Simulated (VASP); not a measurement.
**FeGe (B20): single point with LDA**

The system is FeGe (B20).

```
CELL_PARAMETERS angstrom
4.60356 0.00000 0.00000
0.00000 4.60356 0.00000
0.00000 0.00000 4.60356
ATOMIC_POSITIONS crystal
Fe 0.13142 0.13142 0.13142
Fe 0.36858 0.86858 0.63142
Fe 0.63142 0.36858 0.86858
Fe 0.86858 0.63142 0.36858
Ge 0.83722 0.83722 0.83722
Ge 0.66278 0.16278 0.33722
Ge 0.33722 0.66278 0.16278
Ge 0.16278 0.33722 0.66278
```

This cell differs from its parent crystal: volume scaled by 0.94.

* Program: VASP 6.6.1
* Task: single point
* Functional: LDA
* Potentials or basis: VASP PAW LDA potentials, release 64 (Fe, Ge_d)
* Cutoff: 520 eV
* k mesh: 10 × 10 × 10
* Occupations: gaussian, width 0.03 eV
* Spin: no spin polarisation

```yaml
Pressure: -7.3 GPa
Largest_force: 0.046 eV/Å
Band_gap_on_the_k_mesh: 0.10 eV, indirect (least direct gap 0.12 eV)
```

Forces on the atoms (eV/Å):
```
Fe   0.027  0.027  0.027
Fe  -0.027 -0.027  0.027
Fe   0.027 -0.027 -0.027
Fe  -0.027  0.027 -0.027
Ge   0.005  0.005  0.005
Ge  -0.005 -0.005  0.005
Ge   0.005 -0.005 -0.005
Ge  -0.005  0.005 -0.005
```

Levels at points of the mesh, in eV from the valence-band top:
| k point | band 42 | band 43 | band 44 | band 45 | band 46 | band 47 |
| --- | --- | --- | --- | --- | --- | --- |
| (0.00, 0.00, 0.00) | -0.22 | -0.04 | -0.04 | 0.46 | 0.46 | 0.46 |
| (0.50, 0.00, 0.00) | -0.32 | -0.02 | -0.02 | 0.14 | 0.14 | 1.54 |
| (0.50, 0.50, 0.00) | -0.90 | -0.29 | -0.29 | 0.55 | 0.55 | 0.97 |
| (0.50, 0.50, 0.50) | -0.50 | -0.50 | -0.50 | 0.35 | 0.35 | 0.35 |

Run time: 9.5 min on 1 thread of Oxide Virtual Turin-like Processor, on a shared host, peak memory 0.36 GiB.

 Spin polarisation is off, so any magnetic state and its effect on volume and gap are missing.
